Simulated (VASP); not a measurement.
# B25N23 (a cell with a defect) in VASP: a series of runs

Runs on B25N23 (a cell with a defect). Level: PBE. Tasks: single point, relaxation of the atoms.

Everything below comes from runs of VASP 6.6.1. Logs are shortened: lines on timing, memory, paths and dates and some standing lists are left out, and cuts for length are marked.

## (1) The cell of the first run

The cell holds a defect, 48 atoms: a = 8.361 Å, b = 8.702 Å, c = 8.702 Å, α = 120.00°, β = 90.00°, γ = 90.00°.

## (2) Single point, PBE

INCAR

```
PREC = Accurate
ENCUT = 520
EDIFF = 1E-7
ISMEAR = 0
SIGMA = 0.01
LREAL = Auto
LASPH = T
NELM = 60
ALGO = Normal
ISIF = 2
LWAVE = F
LCHARG = T
GGA = PE
LELF = T
LVHAR = T
NBANDS = 125
```

KPOINTS

```
Automatic mesh
0
Gamma
  1 1 1
```

POSCAR

```
B25N23
1.0
    0.0000000000      0.0000000000      8.3612643056
   -0.0000000001     -8.7023025812      0.0000000000
    7.5364151068      4.3511512905      0.0000000000
B N
25 23
Direct
    0.0000000000      0.6666666667      0.3481973628
    0.0000000000      0.3347749405      0.1666666667
    0.0000000000      0.4993089331      0.5041269203
    0.0000000000      0.1714846540      0.3340244003
    0.0000000000      0.8481973628      0.1666666667
    0.0000000000      0.6666666667      0.8347749405
    0.0000000000      0.3292064130      0.6618486794
    0.0000000000     -0.0014416072      0.4985583928
    0.0000000000      0.4851359705     -0.0148640295
    0.0000000000      0.1618486794      0.8292064130
    0.0000000000      0.8340244003      0.6714846540
    0.0000000000      0.0041269203     -0.0006910669
    0.5000000000      0.6666666667      0.1666666667
    0.5000000000      0.3333469433      0.9999898102
    0.5000000000      0.5000237998      0.3333435232
    0.5000000000      0.1666692748      0.1666666667
    0.5000000000      0.8333435232      0.0000237998
    0.5000000000      0.6666666667      0.6666692748
    0.5000000000      0.3333333333      0.5000000000
    0.5000000000     -0.0000136100      0.3333095335
    0.5000000000      0.4999898102      0.8333469433
    0.5000000000      0.1666640585      0.6666640585
    0.5000000000      0.8333095335      0.4999863900
    0.5000000000      0.0000000000      0.8333333333
    0.0000000000      0.6666666667      0.1666666667
    0.0000000000      0.3255046625      0.9937626920
    0.0000000000      0.4984086372      0.3395706413
    0.0000000000      0.1698472870      0.1666666667
    0.0000000000      0.8395706413     -0.0015913628
    0.0000000000      0.6666666667      0.6698472870
    0.0000000000      0.3333333333      0.5000000000
    0.0000000000      0.0078286708      0.3349246961
    0.0000000000      0.4937626920      0.8255046625
    0.0000000000      0.1634860463      0.6634860463
    0.0000000000      0.8349246961      0.5078286708
    0.0000000000      0.0000000000      0.8333333333
    0.5000000000      0.8333210990      0.3333210990
    0.5000000000      0.5000122343      0.1666666667
    0.5000000000      0.6666666667      0.5000064746
    0.5000000000      0.3333386786      0.3333361561
    0.5000000000      0.0000064746      0.1666666667
    0.5000000000      0.8333361561      0.8333386786
    0.5000000000      0.4999971773      0.6666691892
    0.5000000000      0.1666641442      0.4999946548
    0.5000000000      0.6666666667      0.0000122343
    0.5000000000      0.3333268587      0.8333268587
    0.5000000000     -0.0000053452      0.6666641442
    0.5000000000      0.1666691892      0.9999971773
```

Potentials or basis: VASP PAW PBE potentials, release 64 (B, N).

Run with:

```console
$ cat potpaw_PBE.64/B/POTCAR potpaw_PBE.64/N/POTCAR > POTCAR
$ mpirun -np 1 vasp_gam > vasp.out
```

OUTCAR:

```text
PREC = Accurate
   ENCUT = 520
   EDIFF = 1E-7
   ISMEAR = 0
   LREAL = Auto
   LASPH = T
   NELM = 60
   ISIF = 2
   GGA = PE

 ion  position               nearest neighbor table
   1  0.000  0.667  0.348-  35 1.43  27 1.43  25 1.58
   2  0.000  0.335  0.167-  28 1.44  27 1.47  26 1.47
   3  0.000  0.499  0.504-  31 1.43  27 1.43  30 1.45
   4  0.000  0.171  0.334-  31 1.43  32 1.43  28 1.45
   5  0.000  0.848  0.167-  32 1.43  29 1.43  25 1.58
   6  0.000  0.667  0.835-  30 1.44  29 1.47  33 1.47
[... 40 lines left out ...]
  47  0.500  1.000  0.667-  24 1.45  22 1.45  23 1.45
  48  0.500  0.167  1.000-  24 1.45  16 1.45  14 1.45

  LATTYP: Found a hexagonal cell.
 ALAT       =     8.7023025812
 C/A-ratio  =     0.9608105703

  Lattice vectors:

 A1 = (  -0.0000000001,  -8.7023025812,   0.0000000000)
 A2 = (   7.5364151068,   4.3511512905,   0.0000000000)
 A3 = (   0.0000000000,   0.0000000000,   8.3612643056)

Analysis of symmetry for initial positions (statically):
=====================================================================
 Subroutine PRICEL returns:
 Original cell was already a primitive cell.

 Routine SETGRP: Setting up the symmetry group for a
 hexagonal supercell.

 Subroutine GETGRP returns: Found 12 space group operations
 (whereof  2 operations were pure point group operations)
 out of a pool of 24 trial point group operations.

The static configuration has the point symmetry C_1h.
 The point group associated with its full space group is D_3h.

Analysis of symmetry for dynamics (positions and initial velocities):
=====================================================================
 Subroutine PRICEL returns:
 Original cell was already a primitive cell.

 Routine SETGRP: Setting up the symmetry group for a
 hexagonal supercell.

 Subroutine GETGRP returns: Found 12 space group operations
 (whereof  2 operations were pure point group operations)
 out of a pool of 24 trial point group operations.

The dynamic configuration has the point symmetry C_1h.
 The point group associated with its full space group is D_3h.

 Subroutine INISYM returns: Found 12 space group operations
 (whereof  2 operations are pure point group operations),
 and found     1 'primitive' translations

[... 163 lines left out ...]
   LREAL  =      T    real-space projection
   EDIFFG = 0.1E-05   stopping-criterion for IOM
   NSW    =      0    number of steps for IOM
   IBRION =     -1    ionic relax: 0-MD 1-quasi-New 2-CG
   NFREE  =      0    steps in history (QN), initial steepest desc. (CG)
   ISIF   =      2    stress and relaxation
   ISYM   =      2    0-nonsym 1-usesym 2-fastsym
   POTIM  = 0.5000    time-step for ionic-motion
   TEBEG  =    0.0;   TEEND  =   0.0 temperature during run
   PSTRESS=    0.0 pullay stress
   NELECT =     190.0000    total number of electrons
   NUPDOWN=      -1.0000    fix difference up-down
   EMIN   =  10.00;   EMAX   =-10.00  energy-range for DOS
   EFERMI =   0.00;   METHOD = LEGACY
   ISMEAR =     0;   SIGMA  =   0.01  broadening in eV -4-tet -1-fermi 0-gaus
   EFERMI_NEDOS =   21; number of points for ismear=-14 and -15
   IALGO  =     38    algorithm
   IMIX   =      4    mixing-type and parameters
     AMIX     =   0.40;   BMIX     =  1.00
     AMIX_MAG =   1.60;   BMIX_MAG =  1.00
  volume/ion in A,a.u.               =      11.42        77.10
  Fermi-wavevector in a.u.,A,eV,Ry     =   1.149836  2.172874 17.988558  1.322122
  Thomas-Fermi vector in A             =   2.286503
   LORBIT       =      0    0 simple, 1 ext, 2 COOP (PROOUT), +10 PAW based schemes
   GGA     = PE    functional components
   LHFCALC =     F    Hartree Fock is set to
   AEXX    =    0.0000 exact exchange contribution
   IVDW    =     0    specifies the selected vdW correction
   LEPSILON=     F    determine dielectric tensor
   LRPA    =     F    only Hartree local field effects (RPA)
 non-spin polarized calculation
 Gauss-broadening in eV      SIGMA  =   0.01
  energy-cutoff  :      520.00
  volume of cell :      548.37
 maximum number of plane-waves:      7414
 NGX is ok and might be reduce to    64
   NGX = 31   NGY = 33   NGZ = 33

 number of electron     189.9999980 magnetization

 Free energy of the ion-electron system (eV)
  ---------------------------------------------------
  ext. energy  EPLUGINS =         0.00000000
  ---------------------------------------------------
  free energy    TOTEN  =      -412.28662731 eV

  energy without entropy =     -412.28662731  energy(sigma->0) =     -412.28662731

 E-fermi :   1.3390     XC(G=0):  -8.5471

 val. band max:        1.2774212247   @ k =   0.0000   0.0000   0.0000
 cond. band min:       2.9383980258   @ k =   0.0000   0.0000   0.0000
 fundamental gap:      1.6609768011
 Fermi energy:         1.3389881234

 k-point     1 :       0.0000    0.0000    0.0000
  band No.  band energies     occupation
      1     -17.0250      2.00000
      2     -16.9729      2.00000
      3     -15.7274      2.00000
      4     -15.6420      2.00000
      5     -15.6420      2.00000
      6     -15.5130      2.00000
[... 99 lines left out ...]
    106       5.7612      0.00000
    107       5.7612      0.00000
 [bands above 107 left out]

------------------------ aborting loop because EDIFF is reached ----------------------------------------

  FORCE on cell =-STRESS in cart. coord.  units (eV):
  Direction    XX          YY          ZZ          XY          YZ          ZX
  --------------------------------------------------------------------------------------
  -------------------------------------------------------------------------------------
  Total       25.0518949     25.0518949      1.0485832     -0.0000000      0.0000000      0.0000000
  in kB       73.1947986     73.1947986      3.0636739     -0.0000000      0.0000000      0.0000000
  external PRESSURE =      49.8177570 kB  Pullay stress =       0.0000000 kB

 VOLUME and BASIS-vectors are now :
 -----------------------------------------------------------------------------
  energy-cutoff  :      520.00
  volume of cell :      548.37
      direct lattice vectors                 reciprocal lattice vectors
     0.000000000  0.000000000  8.361264306     0.000000000  0.000000000  0.119599138
    -0.000000000 -8.702302581  0.000000000     0.066344541 -0.114912116  0.000000000
     7.536415107  4.351151290  0.000000000     0.132689082 -0.000000000  0.000000000

 POSITION                                       TOTAL-FORCE (eV/Angst)
 -----------------------------------------------------------------------------------
      2.62416     -4.28648      0.00000        -0.003943     -0.002276     -0.000000
      1.25607     -2.18812      0.00000        -0.000000     -0.006594      0.000000
      3.79931     -2.15160      0.00000         0.001382     -0.000420      0.000000
      2.51735     -0.03892      0.00000        -0.001055     -0.000987      0.000000
      1.25607     -6.65608      0.00000         0.000000      0.004553      0.000000
      6.29121     -2.16930      0.00000         0.005710      0.003297      0.000000
[... 40 lines left out ...]
      5.02426     -5.80150      4.18063        -0.000124      0.000035      0.000000
      7.53639      2.90073      4.18063         0.000032     -0.000125      0.000000
 -----------------------------------------------------------------------------------
    total drift:                               -0.000036      0.000015      0.000000

  FREE ENERGIE OF THE ION-ELECTRON SYSTEM (eV)
  ---------------------------------------------------
  free  energy   TOTEN  =      -412.2866273093 eV

  energy  without entropy=     -412.2866273093  energy(sigma->0) =     -412.28662731
```

stdout:

```text
POSCAR found type information on POSCAR B N
 POSCAR found :  2 types and      48 ions
 scaLAPACK will be used
 LDA part: xc-table for (Slater+PW92), standard interpolation
 POSCAR, INCAR and KPOINTS ok, starting setup
 FFT: planning ... GRIDC
 FFT: planning ... GRID_SOFT
 FFT: planning ... GRID
 WAVECAR not read
 entering main loop
```

It took 6.8 min on 1 thread of AMD EPYC 7R43 (Zen 3), shared host; peak memory 0.59 GiB.

Results:

```
Free energy            : -412.2866 eV
Pressure               : 5.0 GPa
Largest force          : 0.007 eV/Å
Band gap on the k mesh : 1.66 eV
```

Forces on the atoms (eV/Å):
```
B   -0.004 -0.002  0.000
B    0.000 -0.007  0.000
B    0.001  0.000  0.000
B   -0.001 -0.001  0.000
B    0.000  0.005  0.000
B    0.006  0.003  0.000
B    0.000  0.001  0.000
B   -0.006  0.003  0.000
B    0.004 -0.002  0.000
B   -0.001  0.000  0.000
B    0.000  0.001  0.000
B    0.001 -0.001  0.000
B    0.000  0.000  0.000
B    0.000  0.000  0.000
B    0.000  0.000  0.000
B    0.000  0.000  0.000
B    0.000  0.000  0.000
B    0.000  0.000  0.000
B    0.000  0.000  0.000
B    0.000  0.000  0.000
B    0.000  0.000  0.000
B    0.000  0.000  0.000
B    0.000  0.000  0.000
B    0.000  0.000  0.000
B    0.000  0.000  0.000
N    0.004  0.000  0.000
N   -0.004  0.000  0.000
N    0.000  0.006  0.000
N   -0.002  0.004  0.000
N   -0.006 -0.003  0.000
N    0.000  0.000  0.000
N    0.002  0.004  0.000
N    0.002 -0.003  0.000
N    0.006 -0.003  0.000
N   -0.002 -0.003  0.000
N    0.000  0.000  0.000
N    0.000  0.000  0.000
N    0.000  0.000  0.000
N    0.000  0.000  0.000
N    0.000  0.000  0.000
N    0.000  0.000  0.000
N    0.000  0.000  0.000
N    0.000  0.000  0.000
N    0.000  0.000  0.000
N    0.000  0.000  0.000
N    0.000  0.000  0.000
N    0.000  0.000  0.000
N    0.000  0.000  0.000
```

Stress tensor (GPa, compression positive):
```
7.32 0.00 0.00
0.00 7.32 0.00
0.00 0.00 0.31
```

Levels at points of the mesh, in eV from the valence-band top:
| k point | band 91 | band 92 | band 93 | band 94 | band 95 | band 96 | band 97 | band 98 | band 99 | band 100 |
| --- | --- | --- | --- | --- | --- | --- | --- | --- | --- | --- |
| (0.00, 0.00, 0.00) | -0.66 | -0.66 | -0.66 | 0.00 | 0.00 | 1.66 | 3.74 | 3.92 | 3.92 | 3.93 |

Caveat: the k points lie up to 0.83 Å⁻¹ apart, too coarse for converged energies, forces and pressures.

## (3) Single point, PBE

INCAR

```
PREC = Accurate ; ENCUT = 520
EDIFF = 1E-6 ; ISMEAR = 0
SIGMA = 0.01 ; LREAL = Auto
LASPH = T ; NELM = 60
ALGO = Normal ; ISIF = 2
LWAVE = F ; LCHARG = T
GGA = PE ; LELF = T
LVHAR = T ; NELECT = 192.0
NBANDS = 125
```

KPOINTS

```
regular mesh
0
Gamma
  1 1 1
```

POSCAR

```
B25N23
1.0
    0.0000000000      0.0000000000      8.3612643056
   -0.0000000001     -8.7023025812      0.0000000000
    7.5364151068      4.3511512905      0.0000000000
B N
25 23
Direct
    0.0000000000      0.6666666667      0.3420655013
    0.0000000000      0.3342145111      0.1666666667
    0.0000000000      0.4991715420      0.5017840391
    0.0000000000      0.1692791637      0.3341617913
    0.0000000000      0.8420655013      0.1666666667
    0.0000000000      0.6666666667      0.8342145111
    0.0000000000      0.3315492943      0.6640541696
    0.0000000000     -0.0008811778      0.4991188222
    0.0000000000      0.4912678320     -0.0087321680
    0.0000000000      0.1640541696      0.8315492943
    0.0000000000      0.8341617913      0.6692791637
    0.0000000000      0.0017840391     -0.0008284580
    0.5000000000      0.6666666667      0.1666666667
    0.5000000000      0.3338112930      1.0010963844
    0.5000000000      0.4993815752      0.3322369489
    0.5000000000      0.1658739521      0.1666666667
    0.5000000000      0.8322369489     -0.0006184248
    0.5000000000      0.6666666667      0.6658739521
    0.5000000000      0.3333333333      0.5000000000
    0.5000000000     -0.0004779596      0.3339517581
    0.5000000000      0.5010963844      0.8338112930
    0.5000000000      0.1674593812      0.6674593812
    0.5000000000      0.8339517581      0.4995220404
    0.5000000000      0.0000000000      0.8333333333
    0.0000000000      0.6666666667      0.1666666667
    0.0000000000      0.3252070447      0.9959056225
    0.0000000000      0.4959680889      0.3374277109
    0.0000000000      0.1668050649      0.1666666667
    0.0000000000      0.8374277109     -0.0040319111
    0.0000000000      0.6666666667      0.6668050649
    0.0000000000      0.3333333333      0.5000000000
    0.0000000000      0.0081262886      0.3373652444
    0.0000000000      0.4959056225      0.8252070447
    0.0000000000      0.1665282685      0.6665282685
    0.0000000000      0.8373652444      0.5081262886
    0.0000000000      0.0000000000      0.8333333333
    0.5000000000      0.8343380539      0.3343380539
    0.5000000000      0.4989952794      0.1666666667
    0.5000000000      0.6666666667      0.4997152009
    0.5000000000      0.3329114554      0.3331810440
    0.5000000000     -0.0002847991      0.1666666667
    0.5000000000      0.8331810440      0.8329114554
    0.5000000000      0.5001522893      0.6663970780
    0.5000000000      0.1669362553      0.5004218780
    0.5000000000      0.6666666667     -0.0010047206
    0.5000000000      0.3336181325      0.8336181325
    0.5000000000      0.0004218780      0.6669362553
    0.5000000000      0.1663970780      1.0001522893
```

Potentials or basis: VASP PAW PBE potentials, release 64 (B, N).

Run with:

```console
$ cat potpaw_PBE.64/B/POTCAR potpaw_PBE.64/N/POTCAR > POTCAR
$ mpirun -np 1 vasp_gam > vasp.out
```

It took 5.6 min on 1 thread of AMD EPYC 7R43 (Zen 3), shared host; peak memory 0.56 GiB.

Results (log left out):

- Free energy: -405.0147 eV
- Largest force: 0.011 eV/Å

Forces in eV/Å, atoms in the order of the input:
```
B    0.001  0.001  0.000
B    0.000 -0.001  0.000
B    0.008  0.000  0.000
B   -0.004 -0.007  0.000
B    0.000 -0.002  0.000
B    0.001  0.000  0.000
B   -0.004  0.007  0.000
B   -0.001  0.000  0.000
B   -0.001  0.001  0.000
B   -0.008  0.000  0.000
B    0.004  0.007  0.000
B    0.004 -0.007  0.000
B    0.000  0.000  0.000
B    0.001 -0.001  0.000
B   -0.001 -0.001  0.000
B    0.000 -0.001  0.000
B    0.000  0.001  0.000
B    0.000  0.000  0.000
B    0.000  0.000  0.000
B    0.000  0.001  0.000
B    0.001 -0.001  0.000
B    0.000  0.000  0.000
B   -0.001 -0.001  0.000
B    0.000  0.000  0.000
B    0.000  0.000  0.000
N    0.011  0.002  0.000
N   -0.011  0.002  0.000
N    0.000  0.009  0.000
N   -0.007  0.008  0.000
N   -0.007 -0.004  0.000
N    0.000  0.000  0.000
N    0.007  0.008  0.000
N    0.004 -0.010  0.000
N    0.007 -0.004  0.000
N   -0.004 -0.010  0.000
N    0.000  0.000  0.000
N   -0.001  0.001  0.000
N    0.000 -0.001  0.000
N    0.000  0.000  0.000
N    0.000 -0.001  0.000
N    0.000  0.001  0.000
N    0.001  0.001  0.000
N    0.001  0.000  0.000
N   -0.001  0.001  0.000
N    0.001  0.001  0.000
N    0.000  0.000  0.000
N   -0.001  0.000  0.000
N    0.000 -0.001  0.000
```

Levels at points of the mesh, in eV from the Fermi level:
```csv
k point,band 93,band 94,band 95,band 96,band 97,band 98,band 99,band 100
"(0.00, 0.00, 0.00)",-2.85,-1.25,-1.25,-0.06,0.31,0.35,0.48,0.48
```

Caveat: the k points lie up to 0.83 Å⁻¹ apart, too coarse for converged energies, forces and pressures; the cell carries a net charge on a neutralising background, which shifts energy and pressure; the cell is charged against a uniform background, so pressure and absolute levels hang on convention.

(Part 1 of 2 ends here.)
